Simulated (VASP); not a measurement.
# CdS (P3m1) in VASP: a series of runs

The runs below take CdS through single point, with PBE+D3(BJ).

Everything below comes from runs of VASP 6.6.1. Logs are shortened: lines on timing, memory, paths and dates and some standing lists are left out, and cuts for length are marked.

## (1) The cell of the first run

Symmetry: P3m1, No. 156, trigonal system. Conventional cell: a = 4.098 Å, b = 4.098 Å, c = 3.828 Å, α = 90.00°, β = 90.00°, γ = 120.00°. Cd (site symmetry 3m) has 3 S at 2.47 Å within 3.3 Å. Within 3.3 Å of S (site symmetry 3m) lie 3 Cd at 2.47 Å.

## (2) Single point, PBE+D3(BJ)

The input, INCAR:

```
SYSTEM = CdS
  PREC = Accurate
  ENCUT = 630
  EDIFF = 1E-6
  ISMEAR = 0
  SIGMA = 0.05
  LREAL = .False.
  LASPH = .True.
  NELM = 120
  ALGO = Normal
  ISIF = 2
  LWAVE = .False.
  LCHARG = .False.
  GGA = PE
  IVDW = 12
  NBANDS = 34
  GGA_COMPAT = .False.
```

The input, KPOINTS:

```
Automatic mesh
0
Gamma
  8 8 8
  0 0 0
```

The input, POSCAR:

```
CdS
1.0
    4.0976668513      0.0000000000      0.0000000000
    2.0488334257     -3.5486835895     -3.8283122367
    2.0488334256      3.5486835895     -3.8283122367
Cd S
2 2
Direct
    0.7653972088      0.2346027912      0.2346027912
    0.2653972088      0.7346027912      0.7346027912
    0.6731027913      0.6602305421      0.9935638754
    0.1731027912      0.1602305421      0.4935638754
```

Potentials or basis: VASP PAW PBE potentials, release 64 (Cd_sv_GW, S).

The run is started by

```
> cat potpaw_PBE.64/Cd_sv_GW/POTCAR potpaw_PBE.64/S/POTCAR > POTCAR
> mpirun -np 1 vasp_std > vasp.out
```

OUTCAR:

```text
SYSTEM = CdS
   PREC = Accurate
   ENCUT = 630
   EDIFF = 1E-6
   ISMEAR = 0
   LREAL = .False.
   LASPH = .True.
   NELM = 120
   ISIF = 2
   GGA = PE
   IVDW = 12
 IVDW          = 12

 ion  position               nearest neighbor table
   1  0.765  0.235  0.235-   4 2.47   3 2.47   4 2.47
   2  0.265  0.735  0.735-   3 2.47   3 2.47   4 2.47
   3  0.673  0.660  0.994-   2 2.47   2 2.47   1 2.47
   4  0.173  0.160  0.494-   1 2.47   2 2.47   1 2.47

  LATTYP: Found a body centered orthorhombic cell.
 ALAT       =     4.0976668513
 B/A-ratio  =     1.7320508076
 C/A-ratio  =     1.8685326922

  Lattice vectors:

 A1 = (  -2.0488334257,   3.5486835895,   3.8283122367)
 A2 = (   2.0488334257,  -3.5486835895,   3.8283122367)
 A3 = (   2.0488334256,   3.5486835895,  -3.8283122367)

Analysis of symmetry for initial positions (statically):
=====================================================================
 Subroutine PRICEL returns following result:

  LATTYP: Found a hexagonal cell.
 ALAT       =     4.0976668513
 C/A-ratio  =     0.9342663461

  Lattice vectors:

 A1 = (  -4.0976668513,   0.0000000000,   0.0000000000)
 A2 = (   2.0488334257,  -3.5486835895,   0.0000000000)
 A3 = (   0.0000000000,   0.0000000000,   3.8283122367)

   2 primitive cells build up your supercell.

 Routine SETGRP: Setting up the symmetry group for a
 body centered orthorhombic supercell.

 Subroutine GETGRP returns: Found  2 space group operations
 (whereof  2 operations were pure point group operations)
 out of a pool of  8 trial point group operations.

The static configuration has the point symmetry C_1h.

Analysis of symmetry for dynamics (positions and initial velocities):
=====================================================================
 Subroutine PRICEL returns following result:

  LATTYP: Found a hexagonal cell.
 ALAT       =     4.0976668513
 C/A-ratio  =     0.9342663461

  Lattice vectors:

 A1 = (  -4.0976668513,   0.0000000000,   0.0000000000)
 A2 = (   2.0488334257,  -3.5486835895,   0.0000000000)
 A3 = (   0.0000000000,   0.0000000000,   3.8283122367)

   2 primitive cells build up your supercell.

 Routine SETGRP: Setting up the symmetry group for a
 body centered orthorhombic supercell.

 Subroutine GETGRP returns: Found  2 space group operations
 (whereof  2 operations were pure point group operations)
 out of a pool of  8 trial point group operations.

The dynamic configuration has the point symmetry C_1h.

 Subroutine INISYM returns: Found  2 space group operations
 (whereof  2 operations are pure point group operations),
 and found     2 'primitive' translations

----------------------------------------------------------------------------------------

                                     Primitive cell

  volume of cell :      55.6687

  direct lattice vectors                    reciprocal lattice vectors
    -4.097666851  0.000000000  0.000000000    -0.244041313 -0.140897318  0.000000000
     2.048833426 -3.548683589  0.000000000     0.000000000 -0.281794636  0.000000000
     0.000000000  0.000000000  3.828312237     0.000000000  0.000000000  0.261211714

  length of vectors
     4.097666851  4.097666851  3.828312237     0.281794636  0.281794636  0.261211714

  position of ions in fractional coordinates (direct lattice)
     0.000000000  0.000000000  0.530794418
     0.333333333  0.666666667  0.346205582

  ion indices of the primitive-cell ions
   primitive index   ion index
                 1           1
                 2           4

----------------------------------------------------------------------------------------

 KPOINTS: Automatic mesh

Automatic generation of k-mesh.
 Grid dimensions read from file:
 generate k-points for:    8    8    8

 Generating k-lattice:

  Cartesian coordinates                     Fractional coordinates (reciprocal lattice)
     0.030505164  0.000000000  0.016325732     0.125000000 -0.000000000  0.000000000
     0.000000000 -0.017612165 -0.016325732     0.000000000  0.125000000  0.000000000
     0.000000000  0.017612165 -0.016325732     0.000000000  0.000000000  0.125000000

  Length of vectors
     0.034599054  0.024014951  0.024014951

  Shift w.r.t. Gamma in fractional coordinates (k-lattice)
     0.000000000  0.000000000  0.000000000

 Subroutine IBZKPT returns following result:
 ===========================================

 Found    150 irreducible k-points:

 Following reciprocal coordinates:
            Coordinates               Weight
  0.000000  0.000000  0.000000      1.000000
  0.125000 -0.000000 -0.000000      4.000000
  0.250000 -0.000000 -0.000000      4.000000
  0.375000 -0.000000 -0.000000      4.000000
  0.500000 -0.000000 -0.000000      2.000000
  0.000000  0.125000  0.000000      2.000000
[... 16 lines left out ...]
  0.125000  0.250000 -0.000000      4.000000
 -0.125000  0.000000 -0.250000      4.000000
 [... further k-points ...]
   k-points           NKPTS =    150   k-points in BZ     NKDIM =    150   number of bands    NBANDS=     34
   number of dos      NEDOS =    301   number of ions     NIONS =      4
   total plane-waves  NPLWV =  82944
   dimension x,y,z NGX =    36 NGY =   48 NGZ =   48
   dimension x,y,z NGXF=    72 NGYF=   96 NGZF=   96
   ions per type =               2   2
   NGX,Y,Z   is equivalent  to a cutoff of  14.61, 14.23, 14.23 a.u.
   NGXF,Y,Z  is equivalent  to a cutoff of  29.21, 28.46, 28.46 a.u.
 SYSTEM =  CdS
   PREC   = accura    normal or accurate (medium, high low for compatibility)
   ISTART =      0    job   : 0-new  1-cont  2-samecut
   ICHARG =      2    charge: 1-file 2-atom 10-const
   ISPIN  =      1    spin polarized calculation?
   LNONCOLLINEAR =      F non collinear calculations
   LSORBIT =      F    spin-orbit coupling
   LASPH  =      T    aspherical Exc in radial PAW
   ENCUT  =  630.0 eV  46.30 Ry    6.80 a.u.   8.39 11.48 11.48*2*pi/ulx,y,z
   NELM   =    120;   NELMIN=  2; NELMDL= -5     # of ELM steps
   EDIFF  = 0.1E-05   stopping-criterion for ELM
   LREAL  =      F    real-space projection
   EDIFFG = 0.1E-04   stopping-criterion for IOM
   NSW    =      0    number of steps for IOM
   IBRION =     -1    ionic relax: 0-MD 1-quasi-New 2-CG
   NFREE  =      0    steps in history (QN), initial steepest desc. (CG)
   ISIF   =      2    stress and relaxation
   ISYM   =      2    0-nonsym 1-usesym 2-fastsym
   POTIM  = 0.5000    time-step for ionic-motion
   TEBEG  =    0.0;   TEEND  =   0.0 temperature during run
   PSTRESS=    0.0 pullay stress
   NELECT =      52.0000    total number of electrons
   NUPDOWN=      -1.0000    fix difference up-down
   EMIN   =  10.00;   EMAX   =-10.00  energy-range for DOS
   EFERMI =   0.00;   METHOD = LEGACY
   ISMEAR =     0;   SIGMA  =   0.05  broadening in eV -4-tet -1-fermi 0-gaus
   EFERMI_NEDOS =   21; number of points for ismear=-14 and -15
   IALGO  =     38    algorithm
   IMIX   =      4    mixing-type and parameters
     AMIX     =   0.40;   BMIX     =  1.00
     AMIX_MAG =   1.60;   BMIX_MAG =  1.00
  volume/ion in A,a.u.               =      27.83       187.84
  Fermi-wavevector in a.u.,A,eV,Ry     =   1.270171  2.400275 21.950746  1.613334
  Thomas-Fermi vector in A             =   2.403173
   LORBIT       =      0    0 simple, 1 ext, 2 COOP (PROOUT), +10 PAW based schemes
   GGA     = PE    functional components
   LHFCALC =     F    Hartree Fock is set to
   AEXX    =    0.0000 exact exchange contribution
   IVDW    =    12    specifies the selected vdW correction
   LEPSILON=     F    determine dielectric tensor
   LRPA    =     F    only Hartree local field effects (RPA)
 non-spin polarized calculation
 Gauss-broadening in eV      SIGMA  =   0.05
  energy-cutoff  :      630.00
  volume of cell :      111.34
 maximum number of plane-waves:      4034
 NGX is ok and might be reduce to    36

 number of electron      51.9999984 magnetization

 Free energy of the ion-electron system (eV)
  ---------------------------------------------------
  ext. energy  EPLUGINS =         0.00000000
  ---------------------------------------------------
  free energy    TOTEN  =       -11.24212380 eV

  energy without entropy =      -11.24212380  energy(sigma->0) =      -11.24212380

 E-fermi :   2.4992     XC(G=0):  -8.7147

 val. band max:        2.0351684511   @ k =  -0.2500   0.3750   0.3750
 cond. band min:       2.9614895734   @ k =   0.0000   0.0000   0.0000
 fundamental gap:      0.9263211222
 Fermi energy:         2.4992126335

 k-point     1 :       0.0000    0.0000    0.0000
  band No.  band energies     occupation
      1     -99.5800      2.00000
      2     -99.5800      2.00000
      3     -60.7146      2.00000
      4     -60.7139      2.00000
      5     -60.6024      2.00000
      6     -60.6020      2.00000
[... 26 lines left out ...]
     33       9.4624      0.00000
     34       9.8815      0.00000

 k-point     2 :       0.1250   -0.0000   -0.0000
  band No.  band energies     occupation
      1     -99.5800      2.00000
      2     -99.5800      2.00000
      3     -60.7146      2.00000
      4     -60.7139      2.00000
      5     -60.6024      2.00000
      6     -60.6020      2.00000
[... 26 lines left out ...]
     33       8.9583      0.00000
     34      11.0274      0.00000

 k-point     3 :       0.2500   -0.0000   -0.0000
  band No.  band energies     occupation
      1     -99.5800      2.00000
      2     -99.5800      2.00000
      3     -60.7145      2.00000
      4     -60.7139      2.00000
      5     -60.6023      2.00000
      6     -60.6021      2.00000
[... 26 lines left out ...]
     33       9.9667      0.00000
     34      10.9057      0.00000
[... 704 lines left out ...]
 k-point    23 :       0.1250    0.2500   -0.0000
  band No.  band energies     occupation
      1     -99.5800      2.00000
      2     -99.5800      2.00000
      3     -60.7146      2.00000
      4     -60.7139      2.00000
      5     -60.6023      2.00000
      6     -60.6020      2.00000
[... 26 lines left out ...]
     33       9.3953      0.00000
     34      10.2115      0.00000

 k-point    24 :      -0.1250    0.0000   -0.2500
  band No.  band energies     occupation
      1     -99.5800      2.00000
      2     -99.5800      2.00000
      3     -60.7146      2.00000
      4     -60.7139      2.00000
      5     -60.6023      2.00000
      6     -60.6020      2.00000
[... 26 lines left out ...]
     33       9.3732      0.00000
     34      10.2080      0.00000

 [... further k-points ...]

------------------------ aborting loop because EDIFF is reached ----------------------------------------

 Edisp (eV)   -1.08017

 E8    (eV) :    -0.4394

  FORCE on cell =-STRESS in cart. coord.  units (eV):
  Direction    XX          YY          ZZ          XY          YZ          ZX
  --------------------------------------------------------------------------------------
  -------------------------------------------------------------------------------------
  Total      -0.09986    -0.10247    -0.10136     0.00000     0.00006    -0.00000
  in kB      -1.43700    -1.47463    -1.45862     0.00000     0.00089    -0.00000
  external pressure =       -1.46 kB  Pullay stress =        0.00 kB

 VOLUME and BASIS-vectors are now :
 -----------------------------------------------------------------------------
  energy-cutoff  :      630.00
  volume of cell :      111.34
      direct lattice vectors                 reciprocal lattice vectors
     4.097666851  0.000000000  0.000000000     0.244041313  0.000000000  0.130605857
     2.048833426 -3.548683589 -3.828312237     0.000000000 -0.140897318 -0.130605857
     2.048833426  3.548683589 -3.828312237     0.000000000  0.140897318 -0.130605857

 POSITION                                       TOTAL-FORCE (eV/Angst)
 -----------------------------------------------------------------------------------
      4.09767      0.00000     -1.79627        -0.000000      0.000089     -0.000685
      4.09767      0.00000     -5.62458        -0.000000      0.000089     -0.000685
      6.14650      1.18289     -6.33124         0.000000     -0.000089      0.000685
      2.04883      1.18289     -2.50293         0.000000     -0.000089      0.000685
 -----------------------------------------------------------------------------------
    total drift:                               -0.000086      0.000038     -0.002137

  FREE ENERGIE OF THE ION-ELECTRON SYSTEM (eV)
  ---------------------------------------------------
  free  energy   TOTEN  =       -12.3222948250 eV

  energy  without entropy=      -12.3222948250  energy(sigma->0) =      -12.32229482
```

Wall time 8 min (1 thread of Intel Xeon Platinum 8488C (Sapphire Rapids), shared host); peak memory 0.8 GiB.

What came out:

```
Free energy                : -12.3223 eV
Pressure                   : -0.1 GPa
Band gap on the k mesh     : 0.93 eV
Dispersion energy per atom : -0.270 eV
```

## (3) Single point, PBE+D3(BJ)

This run uses another cell than the first one: it holds 2 atoms, not 4.

The input, INCAR:

```
SYSTEM = CdS
PREC = Accurate
ENCUT = 630
EDIFF = 1E-6
ISMEAR = 0
SIGMA = 0.02
LREAL = .False.
LASPH = .True.
NELM = 120
ALGO = Normal
ISIF = 2
LWAVE = .False.
LCHARG = .False.
GGA = PE
IVDW = 12
NBANDS = 20
GGA_COMPAT = .False.
```

The input, KPOINTS:

```
Automatic mesh
0
Gamma
  12 12 8
  0 0 0
```

The input, POSCAR:

```
CdS
1.0
    4.0976668513      0.0000000000      0.0000000000
   -2.0488334257      3.5486835895      0.0000000000
    0.0000000000      0.0000000000      3.8283122367
Cd S
1 1
Direct
    0.0000000000      0.0000000000      0.5307944175
    0.6666666667      0.3333333333      0.3462055825
```

Potentials or basis: VASP PAW PBE potentials, release 64 (Cd_sv_GW, S).

The run is started by

```
> cat potpaw_PBE.64/Cd_sv_GW/POTCAR potpaw_PBE.64/S/POTCAR > POTCAR
> mpirun -np 1 vasp_std > vasp.out
```

It took 2.2 min on 1 thread of AMD EPYC 7R43 (Zen 3), shared host; peak memory 0.34 GiB.

The run converged. Its results:

| Item | Value |
| --- | --- |
| Free energy | -6.1613 eV |
| Pressure | -0.1 GPa |
| Band gap on the k mesh | 0.92 eV (least direct gap 1.24 eV) |
| Dispersion energy per atom | -0.270 eV |

Levels at points of the mesh, in eV from the valence-band top:
```csv
k point,band 9,band 10,band 11,band 12,band 13,band 14,band 15,band 16,band 17,band 18
"(0.00, 0.00, 0.00)",-7.47,-7.47,-0.72,-0.32,-0.32,0.92,5.86,6.55,6.55,10.41
"(0.50, 0.00, 0.00)",-7.43,-7.09,-4.45,-1.55,-0.10,2.89,5.77,7.62,9.35,10.16
"(0.00, 0.00, 0.50)",-7.53,-7.35,-3.12,-0.11,-0.11,2.95,4.78,7.44,7.44,10.22
"(0.50, 0.00, 0.50)",-7.46,-7.01,-3.61,-1.82,-1.16,1.99,4.75,7.42,7.84,9.77
```
